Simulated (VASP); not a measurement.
Set up this calculation in VASP 6.6.1, as the native input.

```yaml
Task: G0W0 quasiparticle levels
Functional: PBE
Potentials_or_basis: VASP PAW PBE potentials, release 64 (Cs_sv_GW, Br_GW)
Cutoff: 500 eV
k_mesh: 4 × 4 × 4
Occupations: gaussian, width 0.01 eV
Spin: no spin polarisation
Dipole_correction: no
GW_scheme: G0W0
GW_iterations: 1
Cutoff_of_the_response_function: 120
Frequency_points: 96
Empty_bands: 240
Further_INCAR_settings: ALGO = EVGW0; EDIFF = 1e-08; NBANDS = 248
```

The system is CsBr.

```
CELL_PARAMETERS angstrom
4.31996 0.00000 0.00000
0.00000 4.31996 0.00000
0.00000 0.00000 4.31996
ATOMIC_POSITIONS crystal
Cs 0.00000 0.00000 0.00000
Br 0.50000 0.50000 0.50000
```

One way to write it, as run:

POSCAR

```
CsBr
1.0
    4.3199575116      0.0000000000      0.0000000000
    0.0000000000      4.3199575116      0.0000000000
    0.0000000000      0.0000000000      4.3199575116
Cs Br
1 1
Direct
    0.0000000000      0.0000000000      0.0000000000
    0.5000000000      0.5000000000      0.5000000000
```

INCAR.step1

```
SYSTEM = CsBr
PREC = Accurate
ENCUT = 500
EDIFF = 1E-8
ISMEAR = 0
SIGMA = 0.01
LREAL = .FALSE.
LASPH = .TRUE.
NELM = 80
ALGO = Normal
LWAVE = .TRUE.
LCHARG = .FALSE.
GGA = PE
```

INCAR.step2

```
SYSTEM = CsBr
PREC = Accurate
ENCUT = 500
EDIFF = 1E-8
ISMEAR = 0
SIGMA = 0.01
LREAL = .FALSE.
LASPH = .TRUE.
NELM = 1
ALGO = Exact
LWAVE = .TRUE.
LCHARG = .FALSE.
GGA = PE
NBANDS = 248
LOPTICS = .TRUE.
ISTART = 1
```

INCAR.step3

```
SYSTEM = CsBr
PREC = Accurate
ENCUT = 500
EDIFF = 1E-8
ISMEAR = 0
SIGMA = 0.01
LREAL = .FALSE.
LASPH = .TRUE.
ALGO = EVGW0
LWAVE = .FALSE.
LCHARG = .FALSE.
GGA = PE
NELMGW = 1
NBANDS = 248
ENCUTGW = 120.0
NOMEGA = 96
PRECFOCK = Fast
ISTART = 1
NBANDSGW = 16
OMEGAMAX = 20
```

KPOINTS

```
regular mesh
0
G
  4 4 4
  0 0 0
```

Potentials or basis: VASP PAW PBE potentials, release 64 (Cs_sv_GW, Br_GW).

Launch:

```console
$ cat potpaw_PBE.64/Cs_sv_GW/POTCAR potpaw_PBE.64/Br_GW/POTCAR > POTCAR
$ cp INCAR.step1 INCAR
$ mpirun -np 1 vasp_std > vasp.out
$ cp INCAR.step2 INCAR
$ mpirun -np 1 vasp_std > vasp.out
$ cp INCAR.step3 INCAR
$ mpirun -np 1 vasp_std > vasp.out
```

Results of the run:

```
Quasiparticle gap                                   : 6.69 eV
Least direct quasiparticle gap                      : 6.69 eV
Band gap of the starting levels on the mesh         : 4.43 eV
Least direct gap of the starting levels on the mesh : 4.43 eV
```

Caveat: the k points lie up to 0.36 Å⁻¹ apart; bands, screening cutoff and mesh are small and nothing is extrapolated, so the quasiparticle values aren't converged; spin-orbit coupling is left out, which moves the levels of the heavy elements.

It took 5.9 min on 1 thread of Intel(R) Xeon(R) 6975P-C (Granite Rapids), on a shared host, peak memory 1.3 GiB.
